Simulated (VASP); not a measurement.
Here is a VASP 6.6.1 calculation.

Contents of INCAR:

```
  ALGO = Normal
  EDIFF = 1E-6
  ENCUT = 600
  GGA = PE
  GGA_COMPAT = False
  ISIF = 2
  ISMEAR = 0
  LASPH = True
  LCHARG = False
  LREAL = False
  LWAVE = False
  NBANDS = 31
  NELM = 120
  PREC = Accurate
  SIGMA = 0.15
```

KPOINTS

```
k-points
0
Gamma
  4 4 4
```

Contents of POSCAR:

```
BeZn2O3
1.0
   -2.1153048445      2.1153048445      4.8078407602
    2.1153048445     -2.1153048445      4.8078407602
    2.1153048445      2.1153048445     -4.8078407602
Be Zn O
1 2 3
Direct
    0.0000000000      0.0000000000      0.0000000000
    0.5000000000      0.0000000000      0.5000000000
    0.0000000000      0.5000000000      0.5000000000
    0.5000000000      0.5000000000      0.0000000000
    0.1453806003      0.1453806003      0.0000000000
    0.8546193997      0.8546193997      0.0000000000
```

Potentials or basis: VASP PAW PBE potentials, release 64 (Be, Zn, O).

Run with:

```sh
$ cat potpaw_PBE.64/Be/POTCAR potpaw_PBE.64/Zn/POTCAR potpaw_PBE.64/O/POTCAR > POTCAR
$ mpirun -np 1 vasp_std > vasp.out
```

Q: What does it give for the largest force?

A: 0.061 eV/Å.

Q: Estimate the pressure.

A: 0.1 GPa.

Stress tensor (GPa, compression positive):
```
 0.33  0.00  0.00
 0.00  0.33  0.00
 0.00  0.00 -0.27
```

Caveat: the k points lie up to 0.53 Å⁻¹ apart.
